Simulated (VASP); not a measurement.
**LuB2Os2: single point with r2SCAN**

The system is LuB2Os2.

```
CELL_PARAMETERS angstrom
0.00000 3.78671 0.00000
3.78671 0.00000 0.00000
1.89336 1.89336 -4.39980
ATOMIC_POSITIONS crystal
Os 0.75000 0.25000 0.50000
Os 0.25000 0.75000 0.50000
Lu 0.00000 0.00000 0.00000
B 0.37500 0.37500 0.25000
B 0.62500 0.62500 0.75000
```

- Program: VASP 6.6.1
- Task: single point
- Functional: r2SCAN
- Potentials or basis: VASP PAW PBE potentials, release 64 (Os, Lu, B)
- Cutoff: 660 eV
- k mesh: 5 × 5 × 5
- Occupations: fermi-dirac, width 0.1 eV
- Spin: no spin polarisation

The pressure is 12.0 GPa and the largest force is 0.523 eV/Å. The band gap on the k mesh is zero (an odd number of electrons rules out a gap without spin polarisation).

Forces in eV/Å, atoms in the order of the input:
```
Os   0.000  0.000  0.000
Os   0.000  0.000  0.000
Lu   0.000  0.000  0.000
B    0.000  0.000  0.523
B    0.000  0.000 -0.523
```

Stress tensor (GPa, compression positive):
```
 9.96  0.00  0.00
 0.00  9.96  0.00
 0.00  0.00 16.20
```

Levels at points of the mesh, in eV from the Fermi level:
| k point | band 22 | band 23 | band 24 | band 25 | band 26 | band 27 |
| --- | --- | --- | --- | --- | --- | --- |
| (0.00, 0.00, 0.00) | -0.08 | -0.08 | -0.01 | 0.53 | 1.54 | 4.01 |

Wall time 5.6 min on 1 thread of Intel Xeon 8259CL, on a shared host, peak memory 0.27 GiB.

Caveat: the k points lie up to 0.36 Å⁻¹ apart, too coarse for converged energies and pressures of a metal; the PAW data sets were made with another functional, which shifts forces and pressure a little; spin-orbit coupling is left out, which moves the levels of the heavy elements.
